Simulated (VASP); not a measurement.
# Re (P6_3/mmc) in VASP: a series of runs

The runs below take Re through single point, with LDA.

Program: VASP 6.6.1. These are calculated values, not measurements. Logs are shortened: lines on timing, memory, paths and dates and some standing lists are left out, and cuts for length are marked.

## Step 1: The cell of the first run

The structure is hexagonal, space group P6_3/mmc (No. 194). The conventional cell has a = 2.739 Å, b = 2.739 Å, c = 4.412 Å, α = 90.00°, β = 90.00°, γ = 120.00°. Within 3.6 Å of Re (site symmetry -6m2) lie 12 Re at 2.71 to 2.74 Å.

## Step 2: Single point, LDA

INCAR reads:

```
SYSTEM = Re
PREC = Accurate
ENCUT = 560
EDIFF = 1E-6
ISMEAR = -1
SIGMA = 0.1
LREAL = .False.
LASPH = .True.
NELM = 120
ALGO = Normal
ISIF = 2
LWAVE = .False.
LCHARG = .True.
GGA = CA
LELF = .True.
LVHAR = .True.
NBANDS = 22
GGA_COMPAT = .False.
```

KPOINTS reads:

```
Automatic mesh
0
Gamma
  8 8 5
  0 0 0
```

POSCAR reads:

```
Re
1.0
    2.7391880258      0.0000000000      0.0000000000
   -1.3695940129      2.3722064161      0.0000000000
    0.0000000000      0.0000000000      4.4118668232
Re
2
Direct
    0.3333333333      0.6666666667      0.2500000000
    0.6666666667      0.3333333333      0.7500000000
```

Potentials or basis: VASP PAW LDA potentials, release 64 (Re_sv_GW).

The run is started by

```sh
$ cat potpaw_LDA.64/Re_sv_GW/POTCAR > POTCAR
$ mpirun -np 1 vasp_std > vasp.out
```

OUTCAR:

```text
SYSTEM = Re
   PREC = Accurate
   ENCUT = 560
   EDIFF = 1E-6
   ISMEAR = -1
   LREAL = .False.
   LASPH = .True.
   NELM = 120
   ISIF = 2
   GGA = CA

 ion  position               nearest neighbor table
   1  0.333  0.667  0.250-   2 2.71   2 2.71   2 2.71   2 2.71   2 2.71   2 2.71
   2  0.667  0.333  0.750-   1 2.71   1 2.71   1 2.71   1 2.71   1 2.71   1 2.71

  LATTYP: Found a hexagonal cell.
 ALAT       =     2.7391880258
 C/A-ratio  =     1.6106476743

  Lattice vectors:

 A1 = (   2.7391880258,   0.0000000000,   0.0000000000)
 A2 = (  -1.3695940129,   2.3722064161,   0.0000000000)
 A3 = (   0.0000000000,   0.0000000000,   4.4118668232)

Analysis of symmetry for initial positions (statically):
=====================================================================
 Subroutine PRICEL returns:
 Original cell was already a primitive cell.

 Routine SETGRP: Setting up the symmetry group for a
 hexagonal supercell.

 Subroutine GETGRP returns: Found 24 space group operations
 (whereof 12 operations were pure point group operations)
 out of a pool of 24 trial point group operations.

The static configuration has the point symmetry D_3d.
 The point group associated with its full space group is D_6h.

Analysis of symmetry for dynamics (positions and initial velocities):
=====================================================================
 Subroutine PRICEL returns:
 Original cell was already a primitive cell.

 Routine SETGRP: Setting up the symmetry group for a
 hexagonal supercell.

 Subroutine GETGRP returns: Found 24 space group operations
 (whereof 12 operations were pure point group operations)
 out of a pool of 24 trial point group operations.

The dynamic configuration has the point symmetry D_3d.
 The point group associated with its full space group is D_6h.

 Subroutine INISYM returns: Found 24 space group operations
 (whereof 12 operations are pure point group operations),
 and found     1 'primitive' translations

----------------------------------------------------------------------------------------

                                     Primitive cell

  volume of cell :      28.6680

  direct lattice vectors                    reciprocal lattice vectors
     2.739188026  0.000000000  0.000000000     0.365071689  0.210774238  0.000000000
    -1.369594013  2.372206416  0.000000000     0.000000000  0.421548476  0.000000000
     0.000000000  0.000000000  4.411866823     0.000000000  0.000000000  0.226661420

  length of vectors
     2.739188026  2.739188026  4.411866823     0.421548476  0.421548476  0.226661420

  position of ions in fractional coordinates (direct lattice)
     0.333333333  0.666666667  0.250000000
     0.666666667  0.333333333  0.750000000

  ion indices of the primitive-cell ions
   primitive index   ion index
                 1           1
                 2           2

----------------------------------------------------------------------------------------

 KPOINTS: Automatic mesh

Automatic generation of k-mesh.
 Grid dimensions read from file:
 generate k-points for:    8    8    5

 Generating k-lattice:

  Cartesian coordinates                     Fractional coordinates (reciprocal lattice)
     0.045633961  0.026346780  0.000000000     0.125000000  0.000000000  0.000000000
     0.000000000  0.052693560  0.000000000     0.000000000  0.125000000  0.000000000
     0.000000000  0.000000000  0.045332284     0.000000000  0.000000000  0.200000000

  Length of vectors
     0.052693560  0.052693560  0.045332284

  Shift w.r.t. Gamma in fractional coordinates (k-lattice)
     0.000000000  0.000000000  0.000000000

 Subroutine IBZKPT returns following result:
 ===========================================

 Found     30 irreducible k-points:

 Following reciprocal coordinates:
            Coordinates               Weight
  0.000000  0.000000  0.000000      1.000000
  0.125000  0.000000  0.000000      6.000000
  0.250000  0.000000  0.000000      6.000000
  0.375000  0.000000  0.000000      6.000000
  0.500000  0.000000  0.000000      3.000000
  0.125000  0.125000  0.000000      6.000000
[... 16 lines left out ...]
  0.250000  0.000000  0.400000     12.000000
  0.375000  0.000000  0.400000     12.000000
 [... further k-points ...]
   k-points           NKPTS =     30   k-points in BZ     NKDIM =     30   number of bands    NBANDS=     22
   number of dos      NEDOS =    301   number of ions     NIONS =      2
   total plane-waves  NPLWV =  20736
   dimension x,y,z NGX =    24 NGY =   24 NGZ =   36
   dimension x,y,z NGXF=    48 NGYF=   48 NGZF=   72
   ions per type =               2
   NGX,Y,Z   is equivalent  to a cutoff of  14.57, 14.57, 13.57 a.u.
   NGXF,Y,Z  is equivalent  to a cutoff of  29.13, 29.13, 27.13 a.u.
 SYSTEM =  Re
   PREC   = accura    normal or accurate (medium, high low for compatibility)
   ISTART =      0    job   : 0-new  1-cont  2-samecut
   ICHARG =      2    charge: 1-file 2-atom 10-const
   ISPIN  =      1    spin polarized calculation?
   LNONCOLLINEAR =      F non collinear calculations
   LSORBIT =      F    spin-orbit coupling
   LASPH  =      T    aspherical Exc in radial PAW
   ENCUT  =  560.0 eV  41.16 Ry    6.42 a.u.   5.29  5.29  8.51*2*pi/ulx,y,z
   NELM   =    120;   NELMIN=  2; NELMDL= -5     # of ELM steps
   EDIFF  = 0.1E-05   stopping-criterion for ELM
   LREAL  =      F    real-space projection
   EDIFFG = 0.1E-04   stopping-criterion for IOM
   NSW    =      0    number of steps for IOM
   IBRION =     -1    ionic relax: 0-MD 1-quasi-New 2-CG
   NFREE  =      0    steps in history (QN), initial steepest desc. (CG)
   ISIF   =      2    stress and relaxation
   ISYM   =      2    0-nonsym 1-usesym 2-fastsym
   POTIM  = 0.5000    time-step for ionic-motion
   TEBEG  =    0.0;   TEEND  =   0.0 temperature during run
   PSTRESS=    0.0 pullay stress
   NELECT =      30.0000    total number of electrons
   NUPDOWN=      -1.0000    fix difference up-down
   EMIN   =  10.00;   EMAX   =-10.00  energy-range for DOS
   EFERMI =   0.00;   METHOD = LEGACY
   ISMEAR =    -1;   SIGMA  =   0.10  broadening in eV -4-tet -1-fermi 0-gaus
   EFERMI_NEDOS =   21; number of points for ismear=-14 and -15
   IALGO  =     38    algorithm
   IMIX   =      4    mixing-type and parameters
     AMIX     =   0.40;   BMIX     =  1.00
     AMIX_MAG =   1.60;   BMIX_MAG =  1.00
  volume/ion in A,a.u.               =      14.33        96.73
  Fermi-wavevector in a.u.,A,eV,Ry     =   1.662071  3.140860 37.585841  2.762481
  Thomas-Fermi vector in A             =   2.749025
   LORBIT       =      0    0 simple, 1 ext, 2 COOP (PROOUT), +10 PAW based schemes
   GGA     = CA    functional components
   LHFCALC =     F    Hartree Fock is set to
   AEXX    =    0.0000 exact exchange contribution
   IVDW    =     0    specifies the selected vdW correction
   LEPSILON=     F    determine dielectric tensor
   LRPA    =     F    only Hartree local field effects (RPA)
 non-spin polarized calculation
  energy-cutoff  :      560.00
  volume of cell :       28.67
 maximum number of plane-waves:       876
 NGX is ok and might be reduce to    24
   NGX = 11   NGY = 11   NGZ = 17

 number of electron      30.0000002 magnetization

 Free energy of the ion-electron system (eV)
  ---------------------------------------------------
  ext. energy  EPLUGINS =         0.00000000
  ---------------------------------------------------
  free energy    TOTEN  =       -30.78497539 eV

  energy without entropy =      -30.73793983  energy(sigma->0) =      -30.76145761

 E-fermi :  13.2283     XC(G=0): -14.5772

 val. band max:       13.1711499168   @ k =   0.1250   0.1250   0.0000
 cond. band min:      13.2410600668   @ k =   0.3750   0.2500   0.4000
 fundamental gap:      0.0699101499
 Fermi energy:        13.2283338565

 k-point     1 :       0.0000    0.0000    0.0000
  band No.  band energies     occupation
      1     -66.1974      2.00000
      2     -66.0546      2.00000
      3     -28.9716      2.00000
      4     -27.8176      2.00000
      5     -27.8176      2.00000
      6     -27.6215      2.00000
[... 14 lines left out ...]
     21      23.5798      0.00000
     22      26.7631      0.00000

 k-point     2 :       0.1250    0.0000    0.0000
  band No.  band energies     occupation
      1     -66.1805      2.00000
      2     -66.0472      2.00000
      3     -28.9065      2.00000
      4     -27.9672      2.00000
      5     -27.8658      2.00000
      6     -27.7762      2.00000
[... 14 lines left out ...]
     21      23.5437      0.00000
     22      28.1668      0.00000

 k-point     3 :       0.2500    0.0000    0.0000
  band No.  band energies     occupation
      1     -66.1374      2.00000
      2     -66.0306      2.00000
      3     -28.7310      2.00000
      4     -28.3243      2.00000
      5     -28.1302      2.00000
      6     -27.9747      2.00000
[... 14 lines left out ...]
     21      23.0329      0.00000
     22      28.8221      0.00000

 k-point     4 :       0.3750    0.0000    0.0000
  band No.  band energies     occupation
      1     -66.0892      2.00000
      2     -66.0191      2.00000
      3     -28.6762      2.00000
      4     -28.5061      2.00000
      5     -28.4626      2.00000
      6     -28.0776      2.00000
[... 14 lines left out ...]
     21      24.4938      0.00000
     22      24.9407      0.00000

 k-point     5 :       0.5000    0.0000    0.0000
  band No.  band energies     occupation
      1     -66.0652      2.00000
      2     -66.0185      2.00000
      3     -28.8197      2.00000
      4     -28.5949      2.00000
      5     -28.3737      2.00000
      6     -28.1193      2.00000
[... 14 lines left out ...]
     21      23.6318      0.00000
     22      25.6395      0.00000

 k-point     6 :       0.1250    0.1250    0.0000
  band No.  band energies     occupation
      1     -66.1506      2.00000
      2     -66.0351      2.00000
      3     -28.7859      2.00000
      4     -28.1739      2.00000
      5     -28.0980      2.00000
      6     -27.8898      2.00000
[... 14 lines left out ...]
     21      23.2366      0.00000
     22      29.6538      0.00000

 k-point     7 :       0.2500    0.1250    0.0000
  band No.  band energies     occupation
      1     -66.1042      2.00000
      2     -66.0215      2.00000
      3     -28.5813      2.00000
      4     -28.4993      2.00000
      5     -28.3712      2.00000
      6     -28.0546      2.00000
[... 324 lines left out ...]
      6     -28.1706      2.00000
[... 14 lines left out ...]
     21      23.4017      0.00000
     22      26.2621      0.00000

 k-point    21 :       0.0000    0.0000    0.4000
  band No.  band energies     occupation
      1     -66.1484      2.00000
      2     -66.1043      2.00000
      3     -28.5131      2.00000
      4     -28.0839      2.00000
      5     -27.7502      2.00000
      6     -27.7502      2.00000
[... 14 lines left out ...]
     21      26.0904      0.00000
     22      27.2083      0.00000

 k-point    22 :       0.1250    0.0000    0.4000
  band No.  band energies     occupation
      1     -66.1349      2.00000
      2     -66.0936      2.00000
      3     -28.5113      2.00000
      4     -28.1498      2.00000
      5     -27.8643      2.00000
      6     -27.7898      2.00000
[... 14 lines left out ...]
     21      27.3378      0.00000
     22      27.6521      0.00000

 k-point    23 :       0.2500    0.0000    0.4000
  band No.  band energies     occupation
      1     -66.1009      2.00000
      2     -66.0679      2.00000
      3     -28.5887      2.00000
      4     -28.4097      2.00000
      5     -28.0412      2.00000
      6     -27.8819      2.00000
[... 14 lines left out ...]
     21      26.6986      0.00000
     22      29.1193      0.00000

 k-point    24 :       0.3750    0.0000    0.4000
  band No.  band energies     occupation
      1     -66.0649      2.00000
      2     -66.0434      2.00000
      3     -28.8070      2.00000
      4     -28.7152      2.00000
      5     -28.0554      2.00000
      6     -27.9712      2.00000
[... 14 lines left out ...]
     21      25.0382      0.00000
     22      26.8789      0.00000

 [... further k-points ...]

------------------------ aborting loop because EDIFF is reached ----------------------------------------

  FORCE on cell =-STRESS in cart. coord.  units (eV):
  Direction    XX          YY          ZZ          XY          YZ          ZX
  --------------------------------------------------------------------------------------
  -------------------------------------------------------------------------------------
  Total       -0.0252349     -0.0252349      0.0875610      0.0000000      0.0000000      0.0000000
  in kB       -1.4103115     -1.4103115      4.8935549      0.0000000      0.0000000      0.0000000
  external PRESSURE =       0.6909773 kB  Pullay stress =       0.0000000 kB

 VOLUME and BASIS-vectors are now :
 -----------------------------------------------------------------------------
  energy-cutoff  :      560.00
  volume of cell :       28.67
      direct lattice vectors                 reciprocal lattice vectors
     2.739188026  0.000000000  0.000000000     0.365071689  0.210774238  0.000000000
    -1.369594013  2.372206416  0.000000000     0.000000000  0.421548476  0.000000000
     0.000000000  0.000000000  4.411866823     0.000000000  0.000000000  0.226661420

 POSITION                                       TOTAL-FORCE (eV/Angst)
 -----------------------------------------------------------------------------------
     -0.00000      1.58147      1.10297         0.000000     -0.000000      0.000000
      1.36959      0.79074      3.30890        -0.000000      0.000000      0.000000
 -----------------------------------------------------------------------------------
    total drift:                               -0.000000      0.000000     -0.000000

  FREE ENERGIE OF THE ION-ELECTRON SYSTEM (eV)
  ---------------------------------------------------
  free  energy   TOTEN  =       -30.7849753902 eV

  energy  without entropy=      -30.7379398272  energy(sigma->0) =      -30.76145761
```

Run time: 21 s. Hardware: 1 thread of AMD EPYC 7R13 (Zen 3), shared host; peak memory 0.12 GiB.

What came out:

```yaml
Free_energy: -30.7850 eV
Pressure: 0.1 GPa
Band_gap_on_the_k_mesh: zero (bands 15 and 16 overlap by 2.95 eV)
```

Stress tensor (GPa, compression positive):
```
-0.14  0.00  0.00
 0.00 -0.14  0.00
 0.00  0.00  0.49
```

Caveat: spin-orbit coupling is left out, which moves the levels of the heavy elements.

## Step 3: Single point, LDA

INCAR reads:

```
PREC = Accurate
ENCUT = 560
EDIFF = 1E-6
ISMEAR = -1
SIGMA = 0.3
LREAL = False
LASPH = True
NELM = 120
ALGO = Normal
ISIF = 2
LWAVE = False
LCHARG = True
GGA = CA
LELF = True
LVHAR = True
NBANDS = 22
GGA_COMPAT = False
```

KPOINTS reads:

```
regular mesh
0
Gamma
  13 13 7
```

POSCAR is that of step 2.

Potentials or basis: VASP PAW LDA potentials, release 64 (Re_sv_GW).

The run is started by

```sh
$ cat potpaw_LDA.64/Re_sv_GW/POTCAR > POTCAR
$ mpirun -np 1 vasp_std > vasp.out
```

Wall time 39 s (1 thread of AMD EPYC 7R13 (Zen 3), shared host); peak memory 0.15 GiB.

It converged, with:

| Item | Value |
| --- | --- |
| Free energy | -31.0043 eV |
| Pressure | 1.6 GPa |
| Band gap on the k mesh | zero (bands 15 and 16 overlap by 3.05 eV) |

Stress tensor (GPa, compression positive):
```
2.09 0.00 0.00
0.00 2.09 0.00
0.00 0.00 0.47
```

Levels at points of the mesh, in eV from the Fermi level:
```
           k point  band 13  band 14  band 15  band 16  band 17  band 18
(0.00, 0.00, 0.00)    -1.70    -0.87    -0.87     0.07     0.07     0.77
```

Caveat: so wide a smearing shifts energies and pressures; spin-orbit coupling is left out, which moves the levels of the heavy elements.

## Step 4: Single point, LDA

INCAR reads:

```
PREC = Accurate
ENCUT = 560
EDIFF = 1E-6
ISMEAR = -1
SIGMA = 0.1
LREAL = F
LASPH = T
NELM = 120
ALGO = Normal
ISIF = 2
LWAVE = F
LCHARG = F
GGA = CA
NBANDS = 22
GGA_COMPAT = F
```

KPOINTS reads:

```
Automatic mesh
0
Gamma
  13 13 7
```

POSCAR reads:

```
Re
1.0
    2.7391880005      0.0000000000      0.0000000000
   -1.3695940002      2.3722063941      0.0000000000
    0.0000000000      0.0000000000      4.4118668177
Re
2
Direct
    0.3333333333      0.6666666667      0.2500000000
    0.6666666667      0.3333333333      0.7500000000
```

The run is started by

```sh
$ cat potpaw_LDA.64/Re_sv_GW/POTCAR > POTCAR
$ mpirun -np 1 vasp_std > vasp.out
```

Run time: 16 s. Hardware: 1 thread of Intel Xeon 6975P-C (Granite Rapids), shared host; peak memory 0.18 GiB.

It converged, with:

```yaml
Free_energy: -30.7843 eV
Pressure: 0.0 GPa
Band_gap_on_the_k_mesh: zero (bands 15 and 16 overlap by 3.05 eV)
```

Levels at points of the mesh, in eV from the Fermi level:
| k point | band 12 | band 13 | band 14 | band 15 | band 16 | band 17 | band 18 | band 19 |
| --- | --- | --- | --- | --- | --- | --- | --- | --- |
| (0.00, 0.00, 0.00) | -1.68 | -1.64 | -0.80 | -0.80 | 0.14 | 0.14 | 0.84 | 3.46 |

Caveat: spin-orbit coupling is left out, which moves the levels of the heavy elements.

## Step 5: Summary

| k mesh | smearing | gap on the mesh (eV) | pressure (GPa) |
| --- | --- | --- | --- |
| 8 × 8 × 5 | fermi-dirac 0.1 eV | none | 0.1 |
| 13 × 13 × 7 | fermi-dirac 0.3 eV | none | 1.6 |
| 13 × 13 × 7 | fermi-dirac 0.1 eV | none | 0.0 |

Alike in all rows: task single point; level LDA; potentials or basis VASP PAW LDA potentials, release 64 (Re_sv_GW); no spin polarisation; cell as given; cutoff (eV) 560.

Caveats: spin-orbit coupling is left out, which moves the levels of the heavy elements; so wide a smearing shifts energies and pressures (at least some runs).

Total energies depend on the potentials used, so only differences within one code and one set of settings carry meaning.

The gap in the log of VASP goes by the Fermi energy; the results here count the filled bands.